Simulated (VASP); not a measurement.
BaTeH6:

```xyz
8
Lattice="3.7060 0.0000 0.0000 0.0000 3.7060 0.0000 0.0000 0.0000 6.5122" Properties=species:S:1:pos:R:3 pbc="T T T"
Ba    0.0000    0.0000    3.2561
Te    0.0000    0.0000    0.0000
H     1.8530    1.8530    0.0000
H     1.8530    1.8530    3.2561
H     1.8530    0.0000    1.0726
H     1.8530    0.0000    5.4396
H     0.0000    1.8530    1.0726
H     0.0000    1.8530    5.4396
```

* Program: VASP 6.6.1
* Task: relaxation of cell and atoms
* Functional: r2SCAN
* Dispersion: rVV10
* Potentials or basis: VASP PAW PBE potentials, release 64 (Ba_sv, Te, H)
* Cutoff: 550 eV
* k mesh: 6 × 6 × 4
* Occupations: fermi-dirac, width 0.03 eV
* Spin: no spin polarisation

At the start: pressure 2.2 GPa; volume 11.18 Å³/atom.

Question: Where does the relaxation end?

Answer: Over 7 steps the energy falls by 3.6 meV/atom and the volume is 11.63 Å³/atom (+4.0 %); space group P4/mmm (No. 123, to 0.1 Å) before and after.

Step by step:
```csv
step,energy change (eV),largest force (eV/Å),pressure (GPa),volume (Å³)
1,0.0000,0.0540,2.17,89.44
2,-0.0202,0.0779,0.82,91.42
3,-0.0243,0.0953,-0.13,92.94
4,-0.0243,0.0943,-0.08,92.85
5,-0.0261,0.0710,-0.06,92.91
6,-0.0284,0.0005,-0.02,93.08
7,-0.0285,0.0004,0.01,93.05
```

Final structure:
```
Ba Te H
1.0
     3.74279    0.00000    0.00000
     0.00000    3.74279    0.00000
     0.00000    0.00000    6.64211
Ba Te H
1 1 6
Cartesian
  0.0000 0.0000 3.3211
  0.0000 0.0000 6.6421
  1.8714 1.8714 6.6421
  1.8714 1.8714 3.3211
  1.8714 0.0000 1.0672
  1.8714 0.0000 5.5749
  0.0000 1.8714 1.0672
  0.0000 1.8714 5.5749
```

Caveat: the PAW data sets were made with another functional, which shifts forces and pressure a little.
